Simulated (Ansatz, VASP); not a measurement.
## Ta in VASP and in Ansatz

```
Ta
1.0
     0.00000    2.11567    2.11567
     2.11567    0.00000    2.11567
     2.11567    2.11567    0.00000
Ta
1
Direct
  0.00000 0.00000 0.00000
```

Alike in both runs: task single point; functional PBEsol; k mesh 21 × 21 × 21; occupations fermi-dirac, width 0.1 eV; no spin polarisation.

|  | VASP | Ansatz |
| --- | --- | --- |
| version | VASP 6.6.1 | Ansatz 0.2.0 |
| potentials or method | VASP PAW PBE potentials, release 64 (Ta_pv), cutoff 520 eV | plane waves (420 eV) with PAW, scalar-relativistic |
| valence electrons in the cell | 11 | 13 |

```tsv
	VASP	Ansatz	Ansatz less VASP
pressure (GPa)	-7.2	-7.3	-0.05
```

VASP's potentials were made for PBE, not for PBEsol, and Ansatz warns of the same on its side. The functional is the same, so the differences come from potentials, cutoffs and numerics. VASP's potentials hold 11 valence electrons a cell and Ansatz's 13, so a difference there can come from the potentials and not from the codes.

Spin-orbit coupling is off throughout.
